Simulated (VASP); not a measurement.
# Tl (Pm-3m) in VASP: a series of runs

Tl is run at these levels: r2SCAN; tasks: single point, relaxation of cell and atoms.

Everything below comes from runs of VASP 6.6.1. Logs are shortened: lines on timing, memory, paths and dates and some standing lists are left out, and cuts for length are marked.

**1. The cell of the first run**

The structure is cubic, space group Pm-3m (No. 221). Conventional cell: a = 2.675 Å, b = 2.675 Å, c = 2.675 Å, α = 90.00°, β = 90.00°, γ = 90.00°. Tl (site symmetry m-3m) has 6 Tl at 2.67 Å within 3.5 Å.

This isn't the form of Tl at room conditions, which is hcp.

**2. Single point, r2SCAN**

Contents of POSCAR:

```
Tl
1.0
    2.6746621897      0.0000000000      0.0000000000
    0.0000000000      2.6746621897      0.0000000000
    0.0000000000      0.0000000000      2.6746621897
Tl
1
Direct
    0.0000000000      0.0000000000      0.0000000000
```

Contents of INCAR.step1:

```
SYSTEM = Tl
PREC = Accurate
ENCUT = 520
ISMEAR = -1
SIGMA = 0.1
LREAL = .FALSE.
LASPH = .TRUE.
NELM = 80
NBANDS = 12
GGA = PE
ALGO = Normal
EDIFF = 1E-4
LWAVE = .TRUE.
LCHARG = .FALSE.
```

Contents of INCAR.step2:

```
SYSTEM = Tl
PREC = Accurate
ENCUT = 520
EDIFF = 1E-6
ISMEAR = -1
SIGMA = 0.1
LREAL = .FALSE.
LASPH = .TRUE.
NELM = 80
ALGO = Normal
ISIF = 2
LWAVE = .FALSE.
LCHARG = .TRUE.
METAGGA = R2SCAN
LMIXTAU = .TRUE.
LELF = .TRUE.
LVHAR = .TRUE.
NBANDS = 12
ISTART = 1
```

Contents of KPOINTS:

```
Automatic mesh
0
G
  7 7 7
  0 0 0
```

Potentials or basis: VASP PAW PBE potentials, release 64 (Tl_d).

Run with:

```console
$ cat potpaw_PBE.64/Tl_d/POTCAR > POTCAR
$ cp INCAR.step1 INCAR
$ mpirun -np 1 vasp_std > vasp.out
$ cp INCAR.step2 INCAR
$ mpirun -np 1 vasp_std > vasp.out
```

OUTCAR:

```text
SYSTEM = Tl
   PREC = Accurate
   ENCUT = 520
   EDIFF = 1E-6
   ISMEAR = -1
   LREAL = .FALSE.
   LASPH = .TRUE.
   NELM = 80
   ISIF = 2
   METAGGA = R2SCAN
   ISTART = 1

 ion  position               nearest neighbor table
   1  0.000  0.000  0.000-

  LATTYP: Found a simple cubic cell.
 ALAT       =     2.6746621897

  Lattice vectors:

 A1 = (   2.6746621897,   0.0000000000,   0.0000000000)
 A2 = (   0.0000000000,   2.6746621897,   0.0000000000)
 A3 = (   0.0000000000,   0.0000000000,   2.6746621897)

Analysis of symmetry for initial positions (statically):
=====================================================================
 Subroutine PRICEL returns:
 Original cell was already a primitive cell.

 Routine SETGRP: Setting up the symmetry group for a
 simple cubic supercell.

 Subroutine GETGRP returns: Found 48 space group operations
 (whereof 48 operations were pure point group operations)
 out of a pool of 48 trial point group operations.

The static configuration has the point symmetry O_h .

Analysis of symmetry for dynamics (positions and initial velocities):
=====================================================================
 Subroutine PRICEL returns:
 Original cell was already a primitive cell.

 Routine SETGRP: Setting up the symmetry group for a
 simple cubic supercell.

 Subroutine GETGRP returns: Found 48 space group operations
 (whereof 48 operations were pure point group operations)
 out of a pool of 48 trial point group operations.

The dynamic configuration has the point symmetry O_h .

 Subroutine INISYM returns: Found 48 space group operations
 (whereof 48 operations are pure point group operations),
 and found     1 'primitive' translations

----------------------------------------------------------------------------------------

                                     Primitive cell

  volume of cell :      19.1340

  direct lattice vectors                    reciprocal lattice vectors
     2.674662190  0.000000000  0.000000000     0.373878991  0.000000000  0.000000000
     0.000000000  2.674662190  0.000000000     0.000000000  0.373878991  0.000000000
     0.000000000  0.000000000  2.674662190     0.000000000  0.000000000  0.373878991

  length of vectors
     2.674662190  2.674662190  2.674662190     0.373878991  0.373878991  0.373878991

  position of ions in fractional coordinates (direct lattice)
     0.000000000  0.000000000  0.000000000

  ion indices of the primitive-cell ions
   primitive index   ion index
                 1           1

----------------------------------------------------------------------------------------

 KPOINTS: Automatic mesh

Automatic generation of k-mesh.
 Grid dimensions read from file:
 generate k-points for:    7    7    7

 Generating k-lattice:

  Cartesian coordinates                     Fractional coordinates (reciprocal lattice)
     0.053411284  0.000000000  0.000000000     0.142857143  0.000000000  0.000000000
     0.000000000  0.053411284  0.000000000     0.000000000  0.142857143  0.000000000
     0.000000000  0.000000000  0.053411284     0.000000000  0.000000000  0.142857143

  Length of vectors
     0.053411284  0.053411284  0.053411284

  Shift w.r.t. Gamma in fractional coordinates (k-lattice)
     0.000000000  0.000000000  0.000000000

 Subroutine IBZKPT returns following result:
 ===========================================

 Found     20 irreducible k-points:

 Following reciprocal coordinates:
            Coordinates               Weight
  0.000000  0.000000  0.000000      1.000000
  0.142857  0.000000  0.000000      6.000000
  0.285714  0.000000  0.000000      6.000000
  0.428571  0.000000  0.000000      6.000000
  0.142857  0.142857  0.000000     12.000000
  0.285714  0.142857  0.000000     24.000000
[... 12 lines left out ...]
  0.428571  0.428571  0.285714     24.000000
  0.428571  0.428571  0.428571      8.000000
   k-points           NKPTS =     20   k-points in BZ     NKDIM =     20   number of bands    NBANDS=     12
   number of dos      NEDOS =    301   number of ions     NIONS =      1
   total plane-waves  NPLWV =   8000
   dimension x,y,z NGX =    20 NGY =   20 NGZ =   20
   dimension x,y,z NGXF=    40 NGYF=   40 NGZF=   40
   ions per type =               1
   NGX,Y,Z   is equivalent  to a cutoff of  12.43, 12.43, 12.43 a.u.
   NGXF,Y,Z  is equivalent  to a cutoff of  24.86, 24.86, 24.86 a.u.
 SYSTEM =  Tl
   PREC   = accura    normal or accurate (medium, high low for compatibility)
   ISTART =      1    job   : 0-new  1-cont  2-samecut
   ICHARG =      0    charge: 1-file 2-atom 10-const
   ISPIN  =      1    spin polarized calculation?
   LNONCOLLINEAR =      F non collinear calculations
   LSORBIT =      F    spin-orbit coupling
   LASPH  =      T    aspherical Exc in radial PAW
   ENCUT  =  520.0 eV  38.22 Ry    6.18 a.u.   4.97  4.97  4.97*2*pi/ulx,y,z
   NELM   =     80;   NELMIN=  2; NELMDL=  0     # of ELM steps
   EDIFF  = 0.1E-05   stopping-criterion for ELM
   LREAL  =      F    real-space projection
   EDIFFG = 0.1E-04   stopping-criterion for IOM
   NSW    =      0    number of steps for IOM
   IBRION =     -1    ionic relax: 0-MD 1-quasi-New 2-CG
   NFREE  =      0    steps in history (QN), initial steepest desc. (CG)
   ISIF   =      2    stress and relaxation
   ISYM   =      2    0-nonsym 1-usesym 2-fastsym
   POTIM  = 0.5000    time-step for ionic-motion
   TEBEG  =    0.0;   TEEND  =   0.0 temperature during run
   PSTRESS=    0.0 pullay stress
   NELECT =      13.0000    total number of electrons
   NUPDOWN=      -1.0000    fix difference up-down
   EMIN   =  10.00;   EMAX   =-10.00  energy-range for DOS
   EFERMI =   0.00;   METHOD = LEGACY
   ISMEAR =    -1;   SIGMA  =   0.10  broadening in eV -4-tet -1-fermi 0-gaus
   EFERMI_NEDOS =   21; number of points for ismear=-14 and -15
   IALGO  =     38    algorithm
   IMIX   =      4    mixing-type and parameters
     AMIX     =   0.40;   BMIX     =  1.00
     AMIX_MAG =   1.60;   BMIX_MAG =  1.00
  volume/ion in A,a.u.               =      19.13       129.12
  Fermi-wavevector in a.u.,A,eV,Ry     =   1.439197  2.719689 28.181597  2.071289
  Thomas-Fermi vector in A             =   2.558080
   LORBIT       =      0    0 simple, 1 ext, 2 COOP (PROOUT), +10 PAW based schemes
   METAGGA = R2SCAN    functional components
   LHFCALC =     F    Hartree Fock is set to
   AEXX    =    0.0000 exact exchange contribution
   IVDW    =     0    specifies the selected vdW correction
   LEPSILON=     F    determine dielectric tensor
   LRPA    =     F    only Hartree local field effects (RPA)
 non-spin polarized calculation
  energy-cutoff  :      520.00
  volume of cell :       19.13
 maximum number of plane-waves:       526
 NGX is ok and might be reduce to    20
   NGX =  9   NGY =  9   NGZ =  9

 number of electron      13.0000010 magnetization

 Free energy of the ion-electron system (eV)
  ---------------------------------------------------
  ext. energy  EPLUGINS =         0.00000000
  ---------------------------------------------------
  free energy    TOTEN  =       -51.65939802 eV

  energy without entropy =      -51.64887681  energy(sigma->0) =      -51.65413741

 E-fermi :  12.0888     XC(G=0): -13.2357

 val. band max:       11.7137730374   @ k =   0.4286   0.4286   0.4286
 cond. band min:      12.1254609756   @ k =   0.4286   0.2857   0.2857
 fundamental gap:      0.4116879383
 Fermi energy:        12.0887965022

 k-point     1 :       0.0000    0.0000    0.0000
  band No.  band energies     occupation
      1      -3.3489      2.00000
      2      -3.3489      2.00000
      3      -2.4794      2.00000
      4      -0.0242      2.00000
      5      -0.0242      2.00000
      6      -0.0242      2.00000
      7      21.4020      0.00000
      8      21.4020      0.00000
      9      21.4020      0.00000
     10      27.2247      0.00000
     11      28.5777      0.00000
     12      28.5777      0.00000

 k-point     2 :       0.1429    0.0000    0.0000
  band No.  band energies     occupation
      1      -3.2994      2.00000
      2      -3.0772      2.00000
      3      -1.8610      2.00000
      4      -0.2353      2.00000
      5      -0.2353      2.00000
      6      -0.0065      2.00000
      7      17.8771      0.00000
      8      22.1559      0.00000
      9      22.1559      0.00000
     10      27.7651      0.00000
     11      27.7967      0.00000
     12      32.0431      0.00000

 k-point     3 :       0.2857    0.0000    0.0000
  band No.  band energies     occupation
      1      -3.1865      2.00000
      2      -2.6931      2.00000
      3      -0.6830      2.00000
      4      -0.6830      2.00000
      5       0.0336      2.00000
      6       0.2595      2.00000
      7      12.8098      0.00148
      8      24.0925      0.00000
      9      24.0925      0.00000
     10      26.2485      0.00000
     11      27.6062      0.00000
     12      35.2991      0.00000

 k-point     4 :       0.4286    0.0000    0.0000
  band No.  band energies     occupation
      1      -3.0938      2.00000
      2      -2.4293      2.00000
      3      -1.0187      2.00000
      4      -1.0187      2.00000
      5       0.0658      2.00000
      6       3.6551      2.00000
      7       7.9960      2.00000
      8      25.2293      0.00000
      9      26.2153      0.00000
     10      26.2153      0.00000
     11      27.0504      0.00000
     12      33.4170      0.00000

 k-point     5 :       0.1429    0.1429    0.0000
  band No.  band energies     occupation
      1      -3.1536      2.00000
      2      -2.7823      2.00000
      3      -1.4358      2.00000
      4      -0.3882      2.00000
      5      -0.2330      2.00000
      6      -0.1964      2.00000
      7      18.4185      0.00000
      8      18.5800      0.00000
      9      22.9250      0.00000
     10      27.5603      0.00000
     11      31.4228      0.00000
     12      31.5093      0.00000
[... 168 lines left out ...]
      1      -1.7835      2.00000
      2      -1.5345      2.00000
      3      -1.5345      2.00000
      4      -1.0038      2.00000
      5      -1.0038      2.00000
      6       4.2993      2.00000
      7      16.6960      0.00000
      8      16.6960      0.00000
      9      17.8818      0.00000
     10      26.5449      0.00000
     11      27.0002      0.00000
     12      27.0002      0.00000

 k-point    18 :       0.4286    0.2857    0.2857
  band No.  band energies     occupation
      1      -2.1243      2.00000
      2      -1.9062      2.00000
      3      -1.4924      2.00000
      4      -0.9863      2.00000
      5      -0.1601      2.00000
      6       7.0216      2.00000
      7      12.1255      0.81870
      8      18.7671      0.00000
      9      19.7140      0.00000
     10      22.7195      0.00000
     11      24.1620      0.00000
     12      28.7355      0.00000

 k-point    19 :       0.4286    0.4286    0.2857
  band No.  band energies     occupation
      1      -2.5097      2.00000
      2      -1.9096      2.00000
      3      -1.8835      2.00000
      4      -0.5794      2.00000
      5       0.6405      2.00000
      6       9.4513      2.00000
      7      13.3377      0.00001
      8      14.8463      0.00000
      9      19.3072      0.00000
     10      22.5779      0.00000
     11      25.2896      0.00000
     12      25.8101      0.00000

 k-point    20 :       0.4286    0.4286    0.4286
  band No.  band energies     occupation
      1      -2.4110      2.00000
      2      -2.3562      2.00000
      3      -2.3562      2.00000
      4       0.6737      2.00000
      5       0.6737      2.00000
      6      11.7138      1.95406
      7      15.0693      0.00000
      8      15.0693      0.00000
      9      18.5155      0.00000
     10      19.9691      0.00000
     11      23.6036      0.00000
     12      23.6036      0.00000

------------------------ aborting loop because EDIFF is reached ----------------------------------------

  FORCE on cell =-STRESS in cart. coord.  units (eV):
  Direction    XX          YY          ZZ          XY          YZ          ZX
  --------------------------------------------------------------------------------------
  -------------------------------------------------------------------------------------
  Total        7.2282186      7.2282186      7.2282186      0.0000000      0.0000000     -0.0000000
  in kB      605.2503453    605.2503453    605.2503453      0.0000000      0.0000000     -0.0000000
  external PRESSURE =     605.2503453 kB  Pullay stress =       0.0000000 kB

 VOLUME and BASIS-vectors are now :
 -----------------------------------------------------------------------------
  energy-cutoff  :      520.00
  volume of cell :       19.13
      direct lattice vectors                 reciprocal lattice vectors
     2.674662190  0.000000000  0.000000000     0.373878991  0.000000000  0.000000000
     0.000000000  2.674662190  0.000000000     0.000000000  0.373878991  0.000000000
     0.000000000  0.000000000  2.674662190     0.000000000  0.000000000  0.373878991

 POSITION                                       TOTAL-FORCE (eV/Angst)
 -----------------------------------------------------------------------------------
      0.00000      0.00000      0.00000         0.000000      0.000000      0.000000
 -----------------------------------------------------------------------------------
    total drift:                                0.000000      0.000000      0.000000

  FREE ENERGIE OF THE ION-ELECTRON SYSTEM (eV)
  ---------------------------------------------------
  free  energy   TOTEN  =       -51.6593980179 eV

  energy  without entropy=      -51.6488768051  energy(sigma->0) =      -51.65413741
```

It took 17 s on 1 thread of Intel Xeon Platinum 8259CL at 2.50GHz (Skylake/Cascade Lake), shared host; peak memory 0.12 GiB.

Results:

| Quantity | Value |
| --- | --- |
| Free energy | -51.6594 eV |
| Pressure | 60.5 GPa |
| Band gap on the k mesh | zero (an odd number of electrons rules out a gap without spin polarisation) |

Levels at points of the mesh, in eV from the Fermi level:
| k point | band 4 | band 5 | band 6 | band 7 | band 8 | band 9 |
| --- | --- | --- | --- | --- | --- | --- |
| (0.00, 0.00, 0.00) | -12.11 | -12.11 | -12.11 | 9.31 | 9.31 | 9.31 |

Caveat: the cell stands under pressure; the PAW data sets were made with another functional, which shifts forces and pressure a little; spin-orbit coupling is left out, which moves the levels of the heavy elements.

**3. Single point, r2SCAN**

This run uses another cell than the first one, of 20.75 Å³/atom.

Contents of POSCAR:

```
Tl
1.0
    2.7481093625      0.0000000000      0.0000000000
    0.0000000000      2.7481093625      0.0000000000
    0.0000000000      0.0000000000      2.7481093625
Tl
1
Direct
    0.0000000000      0.0000000000      0.0000000000
```

Contents of INCAR.step1:

```
PREC = Accurate ; ENCUT = 520
ISMEAR = -1 ; SIGMA = 0.1
LREAL = F ; LASPH = T
NELM = 60 ; NBANDS = 12
GGA = PE ; ALGO = Normal
EDIFF = 1E-4 ; LWAVE = T
LCHARG = F
```

Contents of INCAR.step2:

```
PREC = Accurate ; ENCUT = 520
EDIFF = 1E-6 ; ISMEAR = -1
SIGMA = 0.1 ; LREAL = F
LASPH = T ; NELM = 60
ALGO = Normal ; ISIF = 2
LWAVE = F ; LCHARG = F
METAGGA = R2SCAN ; LMIXTAU = T
NBANDS = 12 ; ISTART = 1
```

Contents of KPOINTS:

```
regular mesh
0
Gamma
  7 7 7
```

Potentials or basis: VASP PAW PBE potentials, release 64 (Tl_d).

Run with:

```console
$ cat potpaw_PBE.64/Tl_d/POTCAR > POTCAR
$ cp INCAR.step1 INCAR
$ mpirun -np 1 vasp_std > vasp.out
$ cp INCAR.step2 INCAR
$ mpirun -np 1 vasp_std > vasp.out
```

It took 18 s on 1 thread of Intel Xeon Platinum 8259CL at 2.50GHz (Skylake/Cascade Lake), shared host; peak memory 0.12 GiB.

The run converged. Its results:

| Item | Value |
| --- | --- |
| Free energy | -52.1631 eV |
| Pressure | 40.3 GPa |
| Band gap on the k mesh | zero (an odd number of electrons rules out a gap without spin polarisation) |

Levels at points of the mesh, in eV from the Fermi level:
```csv
k point,band 4,band 5,band 6,band 7,band 8,band 9
"(0.00, 0.00, 0.00)",-11.98,-11.98,-11.98,9.02,9.02,9.02
```

Caveat: the cell stands under pressure; the PAW data sets were made with another functional, which shifts forces and pressure a little; spin-orbit coupling is left out, which moves the levels of the heavy elements.

[end of part 1 of 2]
